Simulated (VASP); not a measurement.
# Au (Fm-3m) in VASP: notebook

The runs below take Au through single point, with PBEsol.

Everything below comes from runs of VASP 6.6.1. Logs are shortened: lines on timing, memory, paths and dates and some standing lists are left out, and cuts for length are marked.

**1. The cell of the first run**

The structure is cubic, space group Fm-3m (No. 225). The conventional cell has a = 4.061 Å, b = 4.061 Å, c = 4.061 Å, α = 90.00°, β = 90.00°, γ = 90.00°. Within 3.8 Å of Au (site symmetry m-3m) lie 12 Au at 2.87 Å.

**2. Single point, PBEsol**

The input, INCAR:

```
ALGO     = Normal         # electronic algorithm
EDIFF    = 1E-6           # SCF threshold, eV
ENCUT    = 500            # plane-wave cutoff, eV
GGA      = PS             # functional
GGA_COMPAT= False        
ISIF     = 2              # what is computed and relaxed
ISMEAR   = -1             # smearing method
LASPH    = True           # aspherical terms in the spheres
LCHARG   = True           # write CHGCAR
LELF     = True           # ELF
LREAL    = False          # projectors in reciprocal space
LVHAR    = True         
LWAVE    = False          # write WAVECAR
NBANDS   = 12             # bands
NELM     = 120            # most SCF steps
PREC     = Accurate       # precision mode
SIGMA    = 0.1            # smearing width, eV
```

The input, KPOINTS:

```
k-points
0
Gamma
  9 9 9
```

The input, POSCAR:

```
Au
1.0
    0.0000000000      2.0307345018      2.0307345018
    2.0307345018      0.0000000000      2.0307345018
    2.0307345018      2.0307345018      0.0000000000
Au
1
Direct
    0.0000000000      0.0000000000      0.0000000000
```

Potentials or basis: VASP PAW PBE potentials, release 64 (Au).

Run with:

```console
> cat potpaw_PBE.64/Au/POTCAR > POTCAR
> mpirun -np 1 vasp_std > vasp.out
```

OUTCAR:

```text
EDIFF = 1E-6
   ENCUT = 500
   GGA = PS
   ISIF = 2
   ISMEAR = -1
   LASPH = True
   LREAL = False
   NELM = 120
   PREC = Accurate

 ion  position               nearest neighbor table
   1  0.000  0.000  0.000-

  LATTYP: Found a face centered cubic cell.
 ALAT       =     4.0614690036

  Lattice vectors:

 A1 = (   0.0000000000,   2.0307345018,   2.0307345018)
 A2 = (   2.0307345018,   0.0000000000,   2.0307345018)
 A3 = (   2.0307345018,   2.0307345018,   0.0000000000)

Analysis of symmetry for initial positions (statically):
=====================================================================
 Subroutine PRICEL returns:
 Original cell was already a primitive cell.

 Routine SETGRP: Setting up the symmetry group for a
 face centered cubic supercell.

 Subroutine GETGRP returns: Found 48 space group operations
 (whereof 48 operations were pure point group operations)
 out of a pool of 48 trial point group operations.

The static configuration has the point symmetry O_h .

Analysis of symmetry for dynamics (positions and initial velocities):
=====================================================================
 Subroutine PRICEL returns:
 Original cell was already a primitive cell.

 Routine SETGRP: Setting up the symmetry group for a
 face centered cubic supercell.

 Subroutine GETGRP returns: Found 48 space group operations
 (whereof 48 operations were pure point group operations)
 out of a pool of 48 trial point group operations.

The dynamic configuration has the point symmetry O_h .

 Subroutine INISYM returns: Found 48 space group operations
 (whereof 48 operations are pure point group operations),
 and found     1 'primitive' translations

----------------------------------------------------------------------------------------

                                     Primitive cell

  volume of cell :      16.7490

  direct lattice vectors                    reciprocal lattice vectors
     0.000000000  2.030734502  2.030734502    -0.246216332  0.246216332  0.246216332
     2.030734502  0.000000000  2.030734502     0.246216332 -0.246216332  0.246216332
     2.030734502  2.030734502  0.000000000     0.246216332  0.246216332 -0.246216332

  length of vectors
     2.871892274  2.871892274  2.871892274     0.426459196  0.426459196  0.426459196

  position of ions in fractional coordinates (direct lattice)
     0.000000000  0.000000000  0.000000000

  ion indices of the primitive-cell ions
   primitive index   ion index
                 1           1

----------------------------------------------------------------------------------------

 KPOINTS: k-points

Automatic generation of k-mesh.
 Grid dimensions read from file:
 generate k-points for:    9    9    9

 Generating k-lattice:

  Cartesian coordinates                     Fractional coordinates (reciprocal lattice)
    -0.027357370  0.027357370  0.027357370     0.111111111  0.000000000  0.000000000
     0.027357370 -0.027357370  0.027357370     0.000000000  0.111111111  0.000000000
     0.027357370  0.027357370 -0.027357370     0.000000000  0.000000000  0.111111111

  Length of vectors
     0.047384355  0.047384355  0.047384355

  Shift w.r.t. Gamma in fractional coordinates (k-lattice)
     0.000000000  0.000000000  0.000000000

 Subroutine IBZKPT returns following result:
 ===========================================

 Found     35 irreducible k-points:

 Following reciprocal coordinates:
            Coordinates               Weight
  0.000000  0.000000  0.000000      1.000000
  0.111111  0.000000  0.000000      8.000000
  0.222222  0.000000  0.000000      8.000000
  0.333333  0.000000  0.000000      8.000000
  0.444444  0.000000  0.000000      8.000000
  0.111111  0.111111  0.000000      6.000000
[... 16 lines left out ...]
 -0.333333  0.333333  0.000000     12.000000
  0.444444  0.444444  0.000000      6.000000
 [... further k-points ...]
   k-points           NKPTS =     35   k-points in BZ     NKDIM =     35   number of bands    NBANDS=     12
   number of dos      NEDOS =    301   number of ions     NIONS =      1
   total plane-waves  NPLWV =  13824
   dimension x,y,z NGX =    24 NGY =   24 NGZ =   24
   dimension x,y,z NGXF=    48 NGYF=   48 NGZF=   48
   ions per type =               1
   NGX,Y,Z   is equivalent  to a cutoff of  13.89, 13.89, 13.89 a.u.
   NGXF,Y,Z  is equivalent  to a cutoff of  27.79, 27.79, 27.79 a.u.
 SYSTEM =  unknown system
   PREC   = accura    normal or accurate (medium, high low for compatibility)
   ISTART =      0    job   : 0-new  1-cont  2-samecut
   ICHARG =      2    charge: 1-file 2-atom 10-const
   ISPIN  =      1    spin polarized calculation?
   LNONCOLLINEAR =      F non collinear calculations
   LSORBIT =      F    spin-orbit coupling
   LASPH  =      T    aspherical Exc in radial PAW
   ENCUT  =  500.0 eV  36.75 Ry    6.06 a.u.   5.24  5.24  5.24*2*pi/ulx,y,z
   NELM   =    120;   NELMIN=  2; NELMDL= -5     # of ELM steps
   EDIFF  = 0.1E-05   stopping-criterion for ELM
   LREAL  =      F    real-space projection
   EDIFFG = 0.1E-04   stopping-criterion for IOM
   NSW    =      0    number of steps for IOM
   IBRION =     -1    ionic relax: 0-MD 1-quasi-New 2-CG
   NFREE  =      0    steps in history (QN), initial steepest desc. (CG)
   ISIF   =      2    stress and relaxation
   ISYM   =      2    0-nonsym 1-usesym 2-fastsym
   POTIM  = 0.5000    time-step for ionic-motion
   TEBEG  =    0.0;   TEEND  =   0.0 temperature during run
   PSTRESS=    0.0 pullay stress
   NELECT =      11.0000    total number of electrons
   NUPDOWN=      -1.0000    fix difference up-down
   EMIN   =  10.00;   EMAX   =-10.00  energy-range for DOS
   EFERMI =   0.00;   METHOD = LEGACY
   ISMEAR =    -1;   SIGMA  =   0.10  broadening in eV -4-tet -1-fermi 0-gaus
   EFERMI_NEDOS =   21; number of points for ismear=-14 and -15
   IALGO  =     38    algorithm
   IMIX   =      4    mixing-type and parameters
     AMIX     =   0.40;   BMIX     =  1.00
     AMIX_MAG =   1.60;   BMIX_MAG =  1.00
  volume/ion in A,a.u.               =      16.75       113.03
  Fermi-wavevector in a.u.,A,eV,Ry     =   1.423014  2.689107 27.551383  2.024970
  Thomas-Fermi vector in A             =   2.543657
   LORBIT       =      0    0 simple, 1 ext, 2 COOP (PROOUT), +10 PAW based schemes
   GGA     = PS    functional components
   LHFCALC =     F    Hartree Fock is set to
   AEXX    =    0.0000 exact exchange contribution
   IVDW    =     0    specifies the selected vdW correction
   LEPSILON=     F    determine dielectric tensor
   LRPA    =     F    only Hartree local field effects (RPA)
 non-spin polarized calculation
  energy-cutoff  :      500.00
  volume of cell :       16.75
 maximum number of plane-waves:       440
 NGX is ok and might be reduce to    24
   NGX = 11   NGY = 11   NGZ = 11

 number of electron      10.9999999 magnetization

 Free energy of the ion-electron system (eV)
  ---------------------------------------------------
  ext. energy  EPLUGINS =         0.00000000
  ---------------------------------------------------
  free energy    TOTEN  =        -3.94753830 eV

  energy without entropy =       -3.94452801  energy(sigma->0) =       -3.94603316

 E-fermi :   9.5155     XC(G=0): -12.9866

 val. band max:        9.1697940905   @ k =   0.4444   0.3333   0.0000
 cond. band min:       9.5551217417   @ k =   0.4444   0.4444   0.0000
 fundamental gap:      0.3853276512
 Fermi energy:         9.5154661190

 k-point     1 :       0.0000    0.0000    0.0000
  band No.  band energies     occupation
      1      -0.5356      2.00000
      2       4.8009      2.00000
      3       4.8009      2.00000
      4       4.8009      2.00000
      5       6.3769      2.00000
      6       6.3769      2.00000
      7      24.0479      0.00000
      8      28.1390      0.00000
      9      28.1390      0.00000
     10      28.1390      0.00000
     11      33.0616      0.00000
     12      37.9238      0.00000

 k-point     2 :       0.1111    0.0000    0.0000
  band No.  band energies     occupation
      1      -0.1055      2.00000
      2       4.6680      2.00000
      3       4.9404      2.00000
      4       4.9404      2.00000
      5       6.3216      2.00000
      6       6.3216      2.00000
      7      24.4991      0.00000
      8      25.9381      0.00000
      9      28.6562      0.00000
     10      28.6562      0.00000
     11      33.5433      0.00000
     12      35.9007      0.00000

 k-point     3 :       0.2222    0.0000    0.0000
  band No.  band energies     occupation
      1       0.9984      2.00000
      2       4.5614      2.00000
      3       5.1023      2.00000
      4       5.1023      2.00000
      5       6.4326      2.00000
      6       6.4326      2.00000
      7      21.8846      0.00000
      8      25.2684      0.00000
      9      29.6748      0.00000
     10      29.6748      0.00000
     11      31.3684      0.00000
     12      33.0685      0.00000
[... 286 lines left out ...]
 k-point    23 :      -0.3333    0.3333    0.0000
  band No.  band energies     occupation
      1       3.2708      2.00000
      2       4.0960      2.00000
      3       4.9875      2.00000
      4       6.2521      2.00000
      5       7.1536      2.00000
      6      12.0076      0.00000
      7      16.0619      0.00000
      8      16.7965      0.00000
      9      23.9722      0.00000
     10      26.6458      0.00000
     11      34.9057      0.00000
     12      35.4239      0.00000

 k-point    24 :       0.4444    0.4444    0.0000
  band No.  band energies     occupation
      1       2.3836      2.00000
      2       2.7227      2.00000
      3       7.5359      2.00000
      4       7.8052      2.00000
      5       7.8052      2.00000
      6       9.5551      0.80428
      7      16.6282      0.00000
      8      19.8832      0.00000
      9      19.8832      0.00000
     10      26.8081      0.00000
     11      29.4584      0.00000
     12      37.3735      0.00000

 [... further k-points ...]
[... 5 lines left out ...]
  --------------------------------------------------------------------------------------
  -------------------------------------------------------------------------------------
  Total        0.2597473      0.2597473      0.2597473      0.0000000     -0.0000000      0.0000000
  in kB       24.8469010     24.8469010     24.8469010      0.0000000     -0.0000000      0.0000000
  external PRESSURE =      24.8469010 kB  Pullay stress =       0.0000000 kB

 VOLUME and BASIS-vectors are now :
 -----------------------------------------------------------------------------
  energy-cutoff  :      500.00
  volume of cell :       16.75
      direct lattice vectors                 reciprocal lattice vectors
     0.000000000  2.030734502  2.030734502    -0.246216332  0.246216332  0.246216332
     2.030734502  0.000000000  2.030734502     0.246216332 -0.246216332  0.246216332
     2.030734502  2.030734502  0.000000000     0.246216332  0.246216332 -0.246216332

 POSITION                                       TOTAL-FORCE (eV/Angst)
 -----------------------------------------------------------------------------------
      0.00000      0.00000      0.00000         0.000000     -0.000000      0.000000
 -----------------------------------------------------------------------------------
    total drift:                               -0.000000      0.000000      0.000000

  FREE ENERGIE OF THE ION-ELECTRON SYSTEM (eV)
  ---------------------------------------------------
  free  energy   TOTEN  =        -3.9475383037 eV

  energy  without entropy=       -3.9445280117  energy(sigma->0) =       -3.94603316
```

Wall time 4.4 s (1 thread of Intel Xeon 6975P-C (Granite Rapids), shared host); peak memory 0.14 GiB.

What came out:

| Item | Value |
| --- | --- |
| Free energy | -3.9475 eV |
| Pressure | 2.5 GPa |

Caveat: the PAW data sets were made with another functional, which shifts forces and pressure a little; spin-orbit coupling is left out, which moves the levels of the heavy elements.

**3. Single point, PBEsol**

This run uses another cell than the first one, of 17.00 Å³/atom, 1.015 times its volume.

The input, INCAR:

```
SYSTEM = Au
PREC     = Accurate       ! precision mode
ENCUT    = 500            ! plane-wave cutoff, eV
EDIFF    = 1E-6           ! SCF threshold, eV
ISMEAR   = -1             ! smearing method
SIGMA    = 0.1            ! smearing width, eV
LREAL    = .FALSE.        ! projectors in reciprocal space
LASPH    = .TRUE.         ! aspherical terms in the spheres
NELM     = 120            ! most SCF steps
ALGO     = Normal         ! electronic algorithm
ISIF     = 2              ! what is computed and relaxed
LWAVE    = .FALSE.        ! write WAVECAR
LCHARG   = .FALSE.        ! write CHGCAR
GGA      = PS             ! functional
NBANDS   = 12             ! bands
GGA_COMPAT= .FALSE.
```

The input, KPOINTS:

```
Automatic mesh
0
G
  9 9 9
  0 0 0
```

The input, POSCAR:

```
Au
1.0
    0.0000000000      2.0409909107      2.0409909107
    2.0409909107      0.0000000000      2.0409909107
    2.0409909107      2.0409909107      0.0000000000
Au
1
Direct
    0.0000000000      0.0000000000      0.0000000000
```

Potentials or basis: VASP PAW PBE potentials, release 64 (Au).

Run with:

```console
> cat potpaw_PBE.64/Au/POTCAR > POTCAR
> mpirun -np 1 vasp_std > vasp.out
```

Run time: 3.8 s. Hardware: 1 thread of Intel Xeon 6975P-C (Granite Rapids), shared host; peak memory 0.14 GiB.

Results (log left out):

```
Free energy : -3.9495 eV
Pressure    : -0.3 GPa
```

Levels at points of the mesh, in eV from the Fermi level:
```tsv
k point	band 4	band 5	band 6	band 7	band 8	band 9
(0.00, 0.00, 0.00)	-4.65	-3.12	-3.12	14.53	18.54	18.54
```

Caveat: the PAW data sets were made with another functional, which shifts forces and pressure a little; spin-orbit coupling is left out, which moves the levels of the heavy elements.

**4. Single point, PBEsol**

This run uses another cell than the first one, of 17.26 Å³/atom, 1.030 times its volume.

The input, INCAR:

```
SYSTEM = Au
PREC = Accurate ; ENCUT = 500
EDIFF = 1E-6 ; ISMEAR = -1
SIGMA = 0.1 ; LREAL = .False.
LASPH = .True. ; NELM = 120
ALGO = Normal ; ISIF = 2
LWAVE = .False. ; LCHARG = .False.
GGA = PS ; NBANDS = 12
GGA_COMPAT = .False.
```

The input, KPOINTS:

```
regular mesh
0
Gamma
  9 9 9
  0 0 0
```

The input, POSCAR:

```
Au
1.0
    0.0000000000      2.0511452615      2.0511452615
    2.0511452615      0.0000000000      2.0511452615
    2.0511452615      2.0511452615      0.0000000000
Au
1
Direct
    0.0000000000      0.0000000000      0.0000000000
```

Run with:

```console
> cat potpaw_PBE.64/Au/POTCAR > POTCAR
> mpirun -np 1 vasp_std > vasp.out
```

Wall time 4.3 s (1 thread of Intel Xeon 6975P-C (Granite Rapids), shared host); peak memory 0.14 GiB.

The run converged. Its results:

| Property | Result |
| --- | --- |
| Free energy | -3.9472 eV |
| Pressure | -2.8 GPa |

Levels at points of the mesh, in eV from the Fermi level:
| k point | band 4 | band 5 | band 6 | band 7 | band 8 | band 9 |
| --- | --- | --- | --- | --- | --- | --- |
| (0.00, 0.00, 0.00) | -4.60 | -3.10 | -3.10 | 14.53 | 18.45 | 18.45 |

Caveat: the PAW data sets were made with another functional, which shifts forces and pressure a little; spin-orbit coupling is left out, which moves the levels of the heavy elements.

**5. Overview**

```tsv
cell	gap on the mesh (eV)	pressure (GPa)
a = 2.872 Å, angles 60.0°, 1 atom	none	2.5
a = 2.886 Å, angles 60.0°, 1 atom	none	-0.3
a = 2.901 Å, angles 60.0°, 1 atom	none	-2.8
```

Alike in all rows: task single point; level PBEsol; potentials or basis VASP PAW PBE potentials, release 64 (Au); no spin polarisation; k mesh 9 × 9 × 9; cutoff (eV) 500; smearing fermi-dirac 0.1 eV.

Caveats: the PAW data sets were made with another functional, which shifts forces and pressure a little; spin-orbit coupling is left out, which moves the levels of the heavy elements.

Total energies depend on the potentials used, so only differences within one code and one set of settings carry meaning.
